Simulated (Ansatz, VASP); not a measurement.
Two plane-wave programs on ZnCu

```
Zn Cu
1.0
     3.18060    0.00000    0.00000
     0.00000    3.18060    0.00000
     0.00000    0.00000    3.06280
Zn Cu
1 1
Direct
  0.50000 0.50000 0.50000
  0.00000 0.00000 0.00000
```

Change from the starting cell: strain +0.080 along x and y, +0.040 along z, atoms carried along.

Alike in both runs: task single point; functional PBE; k mesh 16 × 16 × 16; occupations gaussian, width 0.15 eV; no spin polarisation.

|  | VASP | Ansatz |
| --- | --- | --- |
| version | VASP 6.6.1 | Ansatz 0.2.0 |
| potentials or method | VASP PAW PBE potentials, release 64 (Zn, Cu), cutoff 520 eV | scalar-relativistic, plane waves, PAW |
| valence electrons in the cell | 23 | 31 |

Ansatz gave:

* gap on the k mesh at the Fermi level (eV): none
* pressure (GPa): -12.8
* traceless stress, the component that is largest in VASP (GPa): -0.10

**Question.** Estimate VASP's values.

**Answer.** gap on the k mesh at the Fermi level (eV): none; pressure (GPa): -12.3; traceless stress, the component that is largest in VASP (GPa): -0.11.

A gap of «none» marks a metal or a gap that the smearing closes. VASP's potentials hold 23 valence electrons a cell and Ansatz's 31, so a difference there can come from the potentials and not from the codes.
